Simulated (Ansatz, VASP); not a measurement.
## Si2W in VASP and in Ansatz

```xyz
6
Lattice="-3.3061 3.3061 2.2641 3.3061 -3.3061 2.2641 3.3061 3.3061 -2.2641" Properties=species:S:1:pos:R:3 pbc="T T T"
Si    1.2197    0.0000    2.8874
Si    2.0864    3.3061    0.6233
Si    3.3061    1.2197    1.7554
Si    3.3061   -1.2197    1.7554
W     0.0000    0.0000    0.7168
W     0.0000    3.3061    1.8488
```

Alike in both runs: functional PBE; k mesh 6 × 6 × 6; occupations gaussian, width 0.1 eV; no spin polarisation.

Ansatz relaxed the structure, and its values are those at the end. VASP's run is a single point on that final structure, the one shown.

```csv
,VASP,Ansatz
version,VASP 6.6.1,Ansatz 0.2.0
potentials or method,"VASP PAW PBE potentials, release 64 (Si, W_sv), cutoff 520 eV","scalar-relativistic, plane waves, PAW"
valence electrons in the cell,44,44
```

|  | VASP | Ansatz | Ansatz less VASP |
| --- | --- | --- | --- |
| gap on the k mesh at the Fermi level (eV) | none | none | - |
| pressure (GPa) | 0.0 | 0.0 | -0.01 |

A gap of «none» marks a metal or a gap that the smearing closes.

Neither program's run includes spin-orbit coupling.
